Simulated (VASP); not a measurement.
Input of a VASP 6.6.1 run:

INCAR

```
PREC = Accurate
ENCUT = 520
EDIFF = 1E-7
ISMEAR = 0
SIGMA = 0.1
LREAL = False
LASPH = True
NELM = 60
ALGO = Normal
ISIF = 2
LWAVE = False
LCHARG = False
GGA = PS
NBANDS = 36
```

File KPOINTS:

```
regular mesh
0
Gamma
  10 10 8
```

The input POSCAR:

```
Ge
1.0
    2.8374271074      2.8374271074      0.0000000000
   -2.8374271074      2.8374271074      0.0000000000
    0.0000000000      0.0000000000      5.6748542148
Ge
4
Direct
    0.0000000000      0.0000000000      0.5000000000
    0.5000000000      0.5000000000      0.0000000000
    0.5000000000      0.0000000000      0.7500000000
    0.0000000000      0.5000000000      0.2500000000
```

Potentials or basis: VASP PAW PBE potentials, release 64 (Ge_d).

Command:

```console
$ cat potpaw_PBE.64/Ge_d/POTCAR > POTCAR
$ mpirun -np 1 vasp_std > vasp.out
```

(1) What does it give for the pressure?

(2) What does it give for the band gap on the k mesh?

Results:

(1) 0.0 GPa.

(2) zero (filled and empty bands touch).

Caveat: semilocal functionals underestimate gaps, and a narrow one can read as zero; the PAW data sets were made with another functional, which shifts forces and pressure a little.
